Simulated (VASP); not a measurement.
# LuSi2Ge3 in VASP: notebook

LuSi2Ge3 is run at these levels: PBE; tasks: relaxation of cell and atoms.

Everything below comes from runs of VASP 6.6.1. Logs are shortened: lines on timing, memory, paths and dates and some standing lists are left out, and cuts for length are marked.

### 1 The cell of the first run

Symmetry: P-62m, No. 189, hexagonal system. Conventional cell: a = 3.994 Å, b = 3.994 Å, c = 8.682 Å, α = 90.00°, β = 90.00°, γ = 120.00°. Within 2.6 Å of Lu (site symmetry -62m) lie 6 Ge at 1.99 to 2.00 Å. Within 3.3 Å of Si (site symmetry 3m) lie 1 Si at 2.52 Å and 1 Lu at 3.08 Å. Ge (site symmetry m2m) has 2 Lu at 1.99 to 2.00 Å and 4 Ge at 2.00 Å within 2.6 Å.

The cell was generated, and may not be a known phase.

### 2 Relaxation of cell and atoms, PBE

Input file INCAR:

```
PREC     = Accurate       # precision mode
ENCUT    = 600            # plane-wave cutoff, eV
EDIFF    = 1E-6           # SCF threshold, eV
ISMEAR   = 0              # smearing method
SIGMA    = 0.1            # smearing width, eV
LREAL    = F              # projectors in reciprocal space
LASPH    = T              # aspherical terms in the spheres
NELM     = 80             # most SCF steps
ALGO     = Normal         # electronic algorithm
ISIF     = 3              # what is computed and relaxed
LWAVE    = F              # write WAVECAR
LCHARG   = F              # write CHGCAR
GGA      = PE             # functional
IBRION   = 2              # ionic algorithm
NSW      = 90             # ionic steps
EDIFFG   = -0.04          # ionic threshold
```

Input file KPOINTS:

```
Automatic mesh
0
Gamma
  6 6 2
```

Input file POSCAR:

```
LuSi2Ge3
1.0
    3.9936204000      0.0000000000      0.0000000000
   -1.9968102000      3.4585767200      0.0000000000
    0.0000000000      0.0000000000      8.6821461700
Lu Si Ge
1 2 3
Direct
    0.0000000000      0.0000000000      0.0000000000
    0.0000000000      0.0000000000      0.6449149400
    0.0000000000      0.0000000000      0.3550850600
    0.5016918200      0.0000000000      0.0000000000
    0.0000000000      0.5016918200      0.0000000000
    0.4983081800      0.4983081800      0.0000000000
```

Potentials or basis: VASP PAW PBE potentials, release 64 (Lu, Si, Ge_d).

Run with:

```bash
> cat potpaw_PBE.64/Lu/POTCAR potpaw_PBE.64/Si/POTCAR potpaw_PBE.64/Ge_d/POTCAR > POTCAR
> mpirun -np 1 vasp_std > vasp.out
```

OUTCAR:

```text
PREC = Accurate
   ENCUT = 600
   EDIFF = 1E-6
   ISMEAR = 0
   LREAL = F
   LASPH = T
   NELM = 80
   ISIF = 3
   GGA = PE
   IBRION = 2
   NSW = 90
   EDIFFG = -0.04

 ion  position               nearest neighbor table
   1  0.000  0.000  0.000-   4 1.99   5 1.99   6 1.99   4 2.00   5 2.00   6 2.00   2 3.08   3 3.08

   2  0.000  0.000  0.645-   3 2.52   1 3.08
   3  0.000  0.000  0.355-   2 2.52   1 3.08
   4  0.502  0.000  0.000-   1 1.99   5 2.00   6 2.00   6 2.00   5 2.00   1 2.00
   5  0.000  0.502  0.000-   1 1.99   6 2.00   6 2.00   4 2.00   4 2.00   1 2.00
   6  0.498  0.498  0.000-   1 1.99   5 2.00   5 2.00   4 2.00   4 2.00   1 2.00

  LATTYP: Found a hexagonal cell.
 ALAT       =     3.9936204000
 C/A-ratio  =     2.1740038613

  Lattice vectors:

 A1 = (   3.9936204000,   0.0000000000,   0.0000000000)
 A2 = (  -1.9968102000,   3.4585767200,   0.0000000000)
 A3 = (   0.0000000000,   0.0000000000,   8.6821461700)

Analysis of symmetry for initial positions (statically):
=====================================================================
 Subroutine PRICEL returns:
 Original cell was already a primitive cell.

 Routine SETGRP: Setting up the symmetry group for a
 hexagonal supercell.

 Subroutine GETGRP returns: Found 12 space group operations
 (whereof 12 operations were pure point group operations)
 out of a pool of 24 trial point group operations.

The static configuration has the point symmetry D_3h.

Analysis of symmetry for dynamics (positions and initial velocities):
=====================================================================
 Subroutine PRICEL returns:
 Original cell was already a primitive cell.

 Routine SETGRP: Setting up the symmetry group for a
 hexagonal supercell.

 Subroutine GETGRP returns: Found 12 space group operations
 (whereof 12 operations were pure point group operations)
 out of a pool of 24 trial point group operations.

The dynamic configuration has the point symmetry D_3h.

 Subroutine INISYM returns: Found 12 space group operations
 (whereof 12 operations are pure point group operations),
 and found     1 'primitive' translations

----------------------------------------------------------------------------------------

                                     Primitive cell

  volume of cell :     119.9199

  direct lattice vectors                    reciprocal lattice vectors
[... 86 lines left out ...]
   EDIFFG = -.4E-01   stopping-criterion for IOM
   NSW    =     90    number of steps for IOM
   IBRION =      2    ionic relax: 0-MD 1-quasi-New 2-CG
   NFREE  =      1    steps in history (QN), initial steepest desc. (CG)
   ISIF   =      3    stress and relaxation
   ISYM   =      2    0-nonsym 1-usesym 2-fastsym
   POTIM  = 0.5000    time-step for ionic-motion
   TEBEG  =    0.0;   TEEND  =   0.0 temperature during run
   PSTRESS=    0.0 pullay stress
   NELECT =      75.0000    total number of electrons
   NUPDOWN=      -1.0000    fix difference up-down
   EMIN   =  10.00;   EMAX   =-10.00  energy-range for DOS
   EFERMI =   0.00;   METHOD = LEGACY
   ISMEAR =     0;   SIGMA  =   0.10  broadening in eV -4-tet -1-fermi 0-gaus
   EFERMI_NEDOS =   21; number of points for ismear=-14 and -15
   IALGO  =     38    algorithm
   IMIX   =      4    mixing-type and parameters
     AMIX     =   0.40;   BMIX     =  1.00
     AMIX_MAG =   1.60;   BMIX_MAG =  1.00
  volume/ion in A,a.u.               =      19.99       134.88
  Fermi-wavevector in a.u.,A,eV,Ry     =   1.400011  2.645637 26.667843  1.960031
  Thomas-Fermi vector in A             =   2.523014
   LORBIT       =      0    0 simple, 1 ext, 2 COOP (PROOUT), +10 PAW based schemes
   GGA     = PE    functional components
   LHFCALC =     F    Hartree Fock is set to
   AEXX    =    0.0000 exact exchange contribution
   IVDW    =     0    specifies the selected vdW correction
   LEPSILON=     F    determine dielectric tensor
   LRPA    =     F    only Hartree local field effects (RPA)
 conjugate gradient relaxation of ions
 non-spin polarized calculation
 Gauss-broadening in eV      SIGMA  =   0.10
  energy-cutoff  :      600.00
  volume of cell :      119.92
 maximum number of plane-waves:      4032
 NGX is ok and might be reduce to    32
   NGX = 15   NGY = 15   NGZ = 35

--------------------------------------- Ionic step        1  -------------------------------------------

 number of electron      75.0000020 magnetization

 Free energy of the ion-electron system (eV)
  ---------------------------------------------------
  ext. energy  EPLUGINS =         0.00000000
  ---------------------------------------------------
  free energy    TOTEN  =        11.39758011 eV

  energy without entropy =       11.42518839  energy(sigma->0) =       11.41138425

 E-fermi :   5.1001     XC(G=0): -10.0618

 val. band max:        5.0075428289   @ k =   0.1667  -0.0000   0.5000
 cond. band min:       5.1110385884   @ k =   0.3333  -0.0000   0.5000
 fundamental gap:      0.1034957595
 Fermi energy:         5.1000907918
[... 709 lines left out ...]
--------------------------------------- Ionic step        2  -------------------------------------------

 number of electron      74.9999577 magnetization

------------------------ aborting loop EDIFF was not reached (unconverged)  ----------------------------

  FORCE on cell =-STRESS in cart. coord.  units (eV):
  Direction    XX          YY          ZZ          XY          YZ          ZX
  --------------------------------------------------------------------------------------
  -------------------------------------------------------------------------------------
  Total     -229.1019865   -229.1019867    118.3840562      0.0000000     -0.0000000      0.0000000
  in kB     -700.4326109   -700.4326113    361.9351138      0.0000000     -0.0000000      0.0000000
  external PRESSURE =    -346.3100361 kB  Pullay stress =       0.0000000 kB
[... 743 lines left out ...]
     44       1.4958      0.00000
     45       1.9714      0.00000

[... ionic steps 4 to 10 ...]

--------------------------------------- Ionic step       11  -------------------------------------------

 number of electron      75.0000086 magnetization

------------------------ aborting loop because EDIFF is reached ----------------------------------------
[... 75 lines left out ...]
--------------------------------------- Ionic step       13  -------------------------------------------

 number of electron      75.0000098 magnetization

 Free energy of the ion-electron system (eV)
  ---------------------------------------------------
  ext. energy  EPLUGINS =         0.00000000
  ---------------------------------------------------
  free energy    TOTEN  =       -25.21928534 eV

  energy without entropy =      -25.20331766  energy(sigma->0) =      -25.21130150

 E-fermi :   1.4628     XC(G=0):  -7.8793

 val. band max:        1.4095174417   @ k =   0.1667  -0.0000   0.0000
 cond. band min:       1.4676428994   @ k =   0.0000   0.0000   0.0000
 fundamental gap:      0.0581254577
 Fermi energy:         1.4627612133
[... 703 lines left out ...]
  FREE ENERGIE OF THE ION-ELECTRON SYSTEM (eV)
  ---------------------------------------------------
  free  energy   TOTEN  =       -25.2192853374 eV

  energy  without entropy=      -25.2033176643  energy(sigma->0) =      -25.21130150

 reached required accuracy - stopping structural energy minimisation
```

CONTCAR:

```text
LuSi2Ge3
   1.00000000000000
     5.5834328437483833   -0.0000000000000000    0.0000000000000000
    -2.7917164218741917    4.8353946841551032   -0.0000000000000000
     0.0000000000000000    0.0000000000000000    7.4758490738964261
  Lu              Si              Ge
     1     2     3
Direct
     0.0000000000000000    0.0000000000000000    0.0000000000000000
     0.0000000000000000    0.0000000000000000    0.6452451951595898
     0.0000000000000000    0.0000000000000000    0.3547548048404104
     0.4991304428412954    0.0000000000000000    0.0000000000000000
     0.9999999999998394    0.4991304428409740    0.0000000000000000
     0.5008695571588653    0.5008695571590258    0.0000000000000000

  0.00000000E+00  0.00000000E+00  0.00000000E+00
  0.00000000E+00  0.00000000E+00  0.00000000E+00
  0.00000000E+00  0.00000000E+00  0.00000000E+00
  0.00000000E+00  0.00000000E+00  0.00000000E+00
  0.00000000E+00  0.00000000E+00  0.00000000E+00
  0.00000000E+00  0.00000000E+00  0.00000000E+00
```

Wall time 59 min (1 thread of AMD EPYC 7R43 (Zen 3), shared host); peak memory 0.27 GiB.

What came out:

* Free energy: -25.2193 eV
* Relaxed volume: 33.64 Å³/atom
* Relaxed cell: a = 5.583 Å, b = 5.583 Å, c = 7.476 Å, α = 90.00°, β = 90.00°, γ = 120.00°
* Space group after relaxing (to 0.1 Å): P6/mmm (No. 191)
* Pressure after relaxing: -0.1 GPa
* Largest force after relaxing: 0.035 eV/Å
* Band gap on the k mesh: zero (an odd number of electrons rules out a gap without spin polarisation)

Forces in eV/Å, atoms in the order of the input:
```
Lu   0.000  0.000  0.000
Si   0.000  0.000  0.004
Si   0.000  0.000 -0.004
Ge   0.035  0.000  0.000
Ge  -0.017  0.030  0.000
Ge  -0.017 -0.030  0.000
```

Stress tensor (GPa, compression positive):
```
-0.06  0.00  0.00
 0.00 -0.06  0.00
 0.00  0.00 -0.13
```

Final structure:
```
CELL_PARAMETERS angstrom
5.58343 0.00000 0.00000
-2.79172 4.83539 0.00000
0.00000 0.00000 7.47585
ATOMIC_POSITIONS crystal
Lu 0.00000 0.00000 0.00000
Si 0.00000 0.00000 0.64525
Si 0.00000 0.00000 0.35475
Ge 0.49913 0.00000 0.00000
Ge 0.00000 0.49913 0.00000
Ge 0.50087 0.50087 0.00000
```

Caveat: the k points lie up to 0.42 Å⁻¹ apart in the final cell, too coarse for converged energies and pressures of a metal; the volume moved by over 15 % at a fixed basis, so the end points are rough; spin-orbit coupling is left out, which moves the levels of the heavy elements; an odd number of electrons without spin polarisation forces a metal; a magnetic or distorted state may lie lower.

[end of part 1 of 2]

The gap in the log of VASP goes by the Fermi energy; the results here count the filled bands.